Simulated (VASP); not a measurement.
# TiSi6 in VASP: single point with PBEsol

Aim: the single point of TiSi6 with PBEsol.

All numbers are computed with VASP 6.6.1; they aren't measurements. Logs are shortened: lines on timing, memory, paths and dates and some standing lists are left out, and cuts for length are marked.

**1. The cell of the first run**

The cell holds a slab with vacuum, 7 atoms: a = 3.842 Å, b = 3.842 Å, c = 25.791 Å, α = 90.00°, β = 90.00°, γ = 90.00°.

**2. Single point, PBEsol, collinear spin**

INCAR

```
PREC = Accurate
ENCUT = 520
EDIFF = 1E-6
ISMEAR = 0
SIGMA = 0.05
LREAL = False
LASPH = True
NELM = 150
ALGO = Normal
ISIF = 2
LWAVE = False
LCHARG = False
ISPIN = 2
MAGMOM = 0 0 0 0 0 0 2
LORBIT = 11
LMAXMIX = 4
LDIPOL = True
IDIPOL = 3
DIPOL = 0.5 0.5 0.489
GGA = PS
NBANDS = 31
```

KPOINTS

```
regular mesh
0
Gamma
  8 8 1
```

POSCAR

```
TiSi6
1.0
    3.8417168286      0.0000000000      0.0000000000
    0.0000000000      3.8417168286      0.0000000000
    0.0000000000      0.0000000000     25.7912600522
Si Ti
6 1
Direct
    0.0000000000      0.5000000000      0.3295690084
    0.0000000000      0.0000000000      0.3822322752
    0.5000000000      0.0000000000      0.4348955421
    0.5000000000      0.5000000000      0.4871318699
    0.0000000000      0.5000000000      0.5401582398
    0.0000000000      0.0000000000      0.5927559144
    0.5000000000      0.0000000000      0.6547778277
```

Potentials or basis: VASP PAW PBE potentials, release 64 (Si, Ti_sv).

Launch:

```
$ cat potpaw_PBE.64/Si/POTCAR potpaw_PBE.64/Ti_sv/POTCAR > POTCAR
$ mpirun -np 1 vasp_std > vasp.out
```

OUTCAR:

```text
PREC = Accurate
   ENCUT = 520
   EDIFF = 1E-6
   ISMEAR = 0
   LREAL = False
   LASPH = True
   NELM = 150
   ISIF = 2
   ISPIN = 2
   LORBIT = 11
   GGA = PS

 ion  position               nearest neighbor table
   1  0.000  0.500  0.330-   2 2.35   2 2.35
   2  0.000  0.000  0.382-   1 2.35   1 2.35   3 2.35   3 2.35
   3  0.500  0.000  0.435-   4 2.35   4 2.35   2 2.35   2 2.35
   4  0.500  0.500  0.487-   3 2.35   3 2.35   5 2.36   5 2.36
   5  0.000  0.500  0.540-   6 2.35   6 2.35   4 2.36   4 2.36
   6  0.000  0.000  0.593-   5 2.35   5 2.35   7 2.50   7 2.50
   7  0.500  0.000  0.655-   6 2.50   6 2.50

  LATTYP: Found a simple tetragonal cell.
 ALAT       =     3.8417168286
 C/A-ratio  =     6.7134724403

  Lattice vectors:

 A1 = (   3.8417168286,   0.0000000000,   0.0000000000)
 A2 = (   0.0000000000,   3.8417168286,   0.0000000000)
 A3 = (   0.0000000000,   0.0000000000,  25.7912600522)

Analysis of symmetry for initial positions (statically):
=====================================================================
 Subroutine PRICEL returns:
 Original cell was already a primitive cell.

 Routine SETGRP: Setting up the symmetry group for a
 simple tetragonal supercell.

 Subroutine GETGRP returns: Found  4 space group operations
 (whereof  4 operations were pure point group operations)
 out of a pool of 16 trial point group operations.

The static configuration has the point symmetry C_2v.

Analysis of symmetry for dynamics (positions and initial velocities):
=====================================================================
 Subroutine PRICEL returns:
 Original cell was already a primitive cell.

 Routine SETGRP: Setting up the symmetry group for a
 simple tetragonal supercell.

 Subroutine GETGRP returns: Found  4 space group operations
 (whereof  4 operations were pure point group operations)
 out of a pool of 16 trial point group operations.

The dynamic configuration has the point symmetry C_2v.

Analysis of structural, dynamic, and magnetic symmetry:
=====================================================================
 Subroutine PRICEL returns:
 Original cell was already a primitive cell.

 Routine SETGRP: Setting up the symmetry group for a
 simple tetragonal supercell.

 Subroutine GETGRP returns: Found  4 space group operations
 (whereof  4 operations were pure point group operations)
 out of a pool of 16 trial point group operations.

The overall configuration has the point symmetry C_2v.

 Subroutine INISYM returns: Found  4 space group operations
 (whereof  4 operations are pure point group operations),
 and found     1 'primitive' translations

----------------------------------------------------------------------------------------

                                     Primitive cell

  volume of cell :     380.6477

  direct lattice vectors                    reciprocal lattice vectors
     3.841716829  0.000000000  0.000000000     0.260300289  0.000000000  0.000000000
     0.000000000  3.841716829  0.000000000     0.000000000  0.260300289  0.000000000
     0.000000000  0.000000000 25.791260052     0.000000000  0.000000000  0.038772825

  length of vectors
     3.841716829  3.841716829 25.791260052     0.260300289  0.260300289  0.038772825

  position of ions in fractional coordinates (direct lattice)
     0.000000000  0.500000000  0.329569008
     0.000000000  0.000000000  0.382232275
     0.500000000  0.000000000  0.434895542
     0.500000000  0.500000000  0.487131870
     0.000000000  0.500000000  0.540158240
     0.000000000  0.000000000  0.592755914
     0.500000000  0.000000000  0.654777828

  ion indices of the primitive-cell ions
   primitive index   ion index
                 1           1
                 2           2
                 3           3
                 4           4
                 5           5
                 6           6
                 7           7

----------------------------------------------------------------------------------------

 KPOINTS: regular mesh

Automatic generation of k-mesh.
 Grid dimensions read from file:
 generate k-points for:    8    8    1

 Generating k-lattice:

  Cartesian coordinates                     Fractional coordinates (reciprocal lattice)
     0.032537536  0.000000000  0.000000000     0.125000000  0.000000000  0.000000000
     0.000000000  0.032537536  0.000000000     0.000000000  0.125000000  0.000000000
     0.000000000  0.000000000  0.038772825     0.000000000  0.000000000  1.000000000

  Length of vectors
     0.032537536  0.032537536  0.038772825

  Shift w.r.t. Gamma in fractional coordinates (k-lattice)
     0.000000000  0.000000000  0.000000000

 Subroutine IBZKPT returns following result:
 ===========================================

 Found     25 irreducible k-points:

 Following reciprocal coordinates:
            Coordinates               Weight
  0.000000  0.000000  0.000000      1.000000
  0.125000  0.000000  0.000000      2.000000
  0.000000  0.125000  0.000000      2.000000
  0.250000  0.000000  0.000000      2.000000
  0.000000  0.250000  0.000000      2.000000
  0.375000  0.000000  0.000000      2.000000
[... 16 lines left out ...]
  0.500000  0.375000  0.000000      2.000000
 -0.375000  0.500000  0.000000      2.000000
   k-points           NKPTS =     25   k-points in BZ     NKDIM =     25   number of bands    NBANDS=     31
   number of dos      NEDOS =    301   number of ions     NIONS =      7
   total plane-waves  NPLWV = 172800
   dimension x,y,z NGX =    30 NGY =   30 NGZ =  192
   dimension x,y,z NGXF=    60 NGYF=   60 NGZF=  384
   ions per type =               6   1
   NGX,Y,Z   is equivalent  to a cutoff of  12.98, 12.98, 12.38 a.u.
   NGXF,Y,Z  is equivalent  to a cutoff of  25.96, 25.96, 24.75 a.u.
 SYSTEM =  unknown system
   PREC   = accura    normal or accurate (medium, high low for compatibility)
   ISTART =      0    job   : 0-new  1-cont  2-samecut
   ICHARG =      2    charge: 1-file 2-atom 10-const
   ISPIN  =      2    spin polarized calculation?
   LNONCOLLINEAR =      F non collinear calculations
   LSORBIT =      F    spin-orbit coupling
   LASPH  =      T    aspherical Exc in radial PAW
   ENCUT  =  520.0 eV  38.22 Ry    6.18 a.u.   7.14  7.14 47.95*2*pi/ulx,y,z
   NELM   =    150;   NELMIN=  2; NELMDL= -5     # of ELM steps
   EDIFF  = 0.1E-05   stopping-criterion for ELM
   LREAL  =      F    real-space projection
   EDIFFG = 0.1E-04   stopping-criterion for IOM
   NSW    =      0    number of steps for IOM
   IBRION =     -1    ionic relax: 0-MD 1-quasi-New 2-CG
   NFREE  =      0    steps in history (QN), initial steepest desc. (CG)
   ISIF   =      2    stress and relaxation
   ISYM   =      2    0-nonsym 1-usesym 2-fastsym
   POTIM  = 0.5000    time-step for ionic-motion
   TEBEG  =    0.0;   TEEND  =   0.0 temperature during run
   PSTRESS=    0.0 pullay stress
   NELECT =      36.0000    total number of electrons
   NUPDOWN=      -1.0000    fix difference up-down
   EMIN   =  10.00;   EMAX   =-10.00  energy-range for DOS
   EFERMI =   0.00;   METHOD = LEGACY
   ISMEAR =     0;   SIGMA  =   0.05  broadening in eV -4-tet -1-fermi 0-gaus
   EFERMI_NEDOS =   21; number of points for ismear=-14 and -15
   IALGO  =     38    algorithm
   IMIX   =      4    mixing-type and parameters
     AMIX     =   0.40;   BMIX     =  1.00
     AMIX_MAG =   1.60;   BMIX_MAG =  1.00
  volume/ion in A,a.u.               =      54.38       366.96
  Fermi-wavevector in a.u.,A,eV,Ry     =   0.745878  1.409505  7.569387  0.556334
  Thomas-Fermi vector in A             =   1.841568
   LORBIT       =     11    0 simple, 1 ext, 2 COOP (PROOUT), +10 PAW based schemes
   GGA     = PS    functional components
   LHFCALC =     F    Hartree Fock is set to
   AEXX    =    0.0000 exact exchange contribution
   IVDW    =     0    specifies the selected vdW correction
   LEPSILON=     F    determine dielectric tensor
   LRPA    =     F    only Hartree local field effects (RPA)
 spin polarized calculation
 Gauss-broadening in eV      SIGMA  =   0.05
  energy-cutoff  :      520.00
  volume of cell :      380.65
 maximum number of plane-waves:     10280
 NGX is ok and might be reduce to    30
   NGX = 15   NGY = 15   NGZ = 95

 dipolmoment           0.000000      0.000000      0.070980 electrons x Angstroem

 number of electron      36.0000004 magnetization       1.8659241

 dipolmoment           0.000000      0.000000     -0.176569 electrons x Angstroem

 Free energy of the ion-electron system (eV)
  ---------------------------------------------------
  ext. energy  EPLUGINS =         0.00000000
  ---------------------------------------------------
  free energy    TOTEN  =       -37.55549629 eV

  energy without entropy =      -37.54931399  energy(sigma->0) =      -37.55240514

 E-fermi :  -0.5441     XC(G=0):  -4.4103

 val. band max:       -0.5478843564   @ k =  -0.2500   0.5000   0.0000
 cond. band min:      -0.5417052888   @ k =   0.2500   0.2500   0.0000
 fundamental gap:      0.0061790675
 Fermi energy:        -0.5440820404

 spin component 1

 k-point     1 :       0.0000    0.0000    0.0000
  band No.  band energies     occupation
      1     -58.1348      1.00000
      2     -34.6984      1.00000
      3     -34.4396      1.00000
      4     -34.4047      1.00000
      5     -11.9830      1.00000
      6     -10.8102      1.00000
[... 22 lines left out ...]
     29       2.5654      0.00000
     30       3.0216      0.00000

 k-point     2 :       0.1250    0.0000    0.0000
  band No.  band energies     occupation
      1     -58.1347      1.00000
      2     -34.6981      1.00000
      3     -34.4393      1.00000
      4     -34.4079      1.00000
      5     -11.8514      1.00000
      6     -10.6978      1.00000
[... 718 lines left out ...]
 k-point    24 :      -0.3750    0.5000    0.0000
  band No.  band energies     occupation
      1     -58.1330      1.00000
      2     -34.7148      1.00000
      3     -34.4361      1.00000
      4     -34.4221      1.00000
      5      -9.0320      1.00000
      6      -8.8989      1.00000
[... 22 lines left out ...]
     29       2.9812      0.00000
     30       4.0027      0.00000

 [... further k-points ...]

 spin component 2

 k-point     1 :       0.0000    0.0000    0.0000
  band No.  band energies     occupation
      1     -56.9161      1.00000
      2     -33.3282      1.00000
      3     -33.2933      1.00000
      4     -33.2376      1.00000
      5     -11.9913      1.00000
      6     -10.8184      1.00000
[... 22 lines left out ...]
     29       2.8861      0.00000
     30       3.1292      0.00000

 k-point     2 :       0.1250    0.0000    0.0000
  band No.  band energies     occupation
      1     -56.9159      1.00000
      2     -33.3317      1.00000
      3     -33.2931      1.00000
      4     -33.2372      1.00000
      5     -11.8599      1.00000
      6     -10.7065      1.00000
[... 718 lines left out ...]
 k-point    24 :      -0.3750    0.5000    0.0000
  band No.  band energies     occupation
      1     -56.9143      1.00000
      2     -33.3470      1.00000
      3     -33.3085      1.00000
      4     -33.2339      1.00000
      5      -9.0319      1.00000
      6      -8.9140      1.00000
[... 22 lines left out ...]
     29       3.6783      0.00000
     30       4.1829      0.00000

 [... further k-points ...]

 [bands above 30 left out]

------------------------ aborting loop because EDIFF is reached ----------------------------------------

 vacuum level on the upper side and lower side of the slab       (xc-potential included)        -1.137         1.000

  FORCE on cell =-STRESS in cart. coord.  units (eV):
  Direction    XX          YY          ZZ          XY          YZ          ZX
  --------------------------------------------------------------------------------------
  -------------------------------------------------------------------------------------
  Total       -3.5561568     -2.4707863     -0.1437906      0.0000000      0.0000000      0.0000000
  in kB      -14.9681534    -10.3997404     -0.6052261      0.0000000      0.0000000      0.0000000
  external PRESSURE =      -8.6577067 kB  Pullay stress =       0.0000000 kB

 VOLUME and BASIS-vectors are now :
 -----------------------------------------------------------------------------
  energy-cutoff  :      520.00
  volume of cell :      380.65
      direct lattice vectors                 reciprocal lattice vectors
     3.841716829  0.000000000  0.000000000     0.260300289  0.000000000  0.000000000
     0.000000000  3.841716829  0.000000000     0.000000000  0.260300289  0.000000000
     0.000000000  0.000000000 25.791260052     0.000000000  0.000000000  0.038772825

 POSITION                                       TOTAL-FORCE (eV/Angst)
 -----------------------------------------------------------------------------------
      0.00000      1.92086      8.50000         0.000000      0.000000      0.143343
      0.00000      0.00000      9.85825         0.000000      0.000000     -0.120568
      1.92086      0.00000     11.21650         0.000000      0.000000     -0.039515
      1.92086      1.92086     12.56374         0.000000      0.000000      0.006922
      0.00000      1.92086     13.93136         0.000000      0.000000     -0.005086
      0.00000      0.00000     15.28792         0.000000      0.000000     -0.006189
      1.92086      0.00000     16.88755         0.000000      0.000000      0.021093
 -----------------------------------------------------------------------------------
    total drift:                                0.000000     -0.000000     -0.000063

  FREE ENERGIE OF THE ION-ELECTRON SYSTEM (eV)
  ---------------------------------------------------
  free  energy   TOTEN  =       -37.5554962937 eV

  energy  without entropy=      -37.5493139882  energy(sigma->0) =      -37.55240514

 vacuum level on the upper side and lower side of the slab         2.579         4.759

 total charge

# of ion       s       p       d       tot
------------------------------------------
    1        0.858   0.721   0.000   1.579
    2        0.763   0.921   0.000   1.683
    3        0.763   0.911   0.000   1.674
    4        0.765   0.920   0.000   1.685
    5        0.768   0.897   0.000   1.665
    6        0.784   0.933   0.000   1.718
    7        2.198   6.012   1.946  10.156
--------------------------------------------------
tot          6.900  11.315   1.946  20.161

 magnetization (x)

# of ion       s       p       d       tot
------------------------------------------
    1       -0.002  -0.012   0.000  -0.014
    2       -0.000  -0.006   0.000  -0.006
    3        0.000  -0.008   0.000  -0.007
    4        0.000  -0.003   0.000  -0.003
    5        0.007   0.003   0.000   0.010
    6       -0.007  -0.040   0.000  -0.047
    7        0.025   0.016   1.240   1.282
--------------------------------------------------
tot          0.024  -0.050   1.240   1.214
```

Wall time 41 min (1 thread of Oxide Virtual Turin-like, shared host); peak memory 0.78 GiB.

Results:

- Free energy: -37.5555 eV
- Largest force: 0.143 eV/Å
- Net moment: 1.87 μB per cell
- Site moments: Si -0.01, -0.00, +0.01, -0.05 (each value once); Ti +1.28 μB
- Valence electrons inside the program's atomic spheres: Si 1.58, 1.68, 1.67, 1.69, 1.72 (each value once); Ti 10.16

Forces on the atoms (eV/Å):
```
Si   0.000  0.000  0.143
Si   0.000  0.000 -0.121
Si   0.000  0.000 -0.040
Si   0.000  0.000  0.007
Si   0.000  0.000 -0.005
Si   0.000  0.000 -0.006
Ti   0.000  0.000  0.021
```

Caveat: the PAW data sets were made with another functional, which shifts forces and pressure a little.
